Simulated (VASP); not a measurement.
Runs of VASP 6.6.1 on In3As. The structure is that of space group Pm-3m (No. 221), or close to it. The cells are those of the table. 

```tsv
cell	further INCAR settings	gap on the mesh (eV)	pressure (GPa)
a = 4.502, b = 4.412 Å, 4 atoms	ALGO = Fast; EDIFF = 1e-07; NBANDS = 30	none	(a)
a = 4.502, b = 4.457 Å, 4 atoms	ALGO = Fast; EDIFF = 1e-06; NBANDS = 30	none	0.3
a = 4.502, b = 4.322 Å, 4 atoms	ALGO = Fast; EDIFF = 1e-06; NBANDS = 30	none	2.7
a = 4.502, b = 4.367 Å, 4 atoms	ALGO = Fast; EDIFF = 1e-07; NBANDS = 30	none	1.9
```

Alike in all rows: task single point; level PBEsol+D3(BJ); potentials or basis VASP PAW PBE potentials, release 64 (In_d, As); no spin polarisation; k mesh 10 × 10 × 10; cutoff (eV) 520; smearing gaussian 0.15 eV.

Problem. Estimate the missing entries.

Solution. (a) 1.3.

Caveats: the PAW data sets were made with another functional, which shifts forces and pressure a little; spin-orbit coupling is left out, which moves the levels of the heavy elements.

A k mesh can miss the band edges, and the runs leave out spin-orbit coupling on As, In.

A gap of «none» marks levels without a gap at the run's occupations.
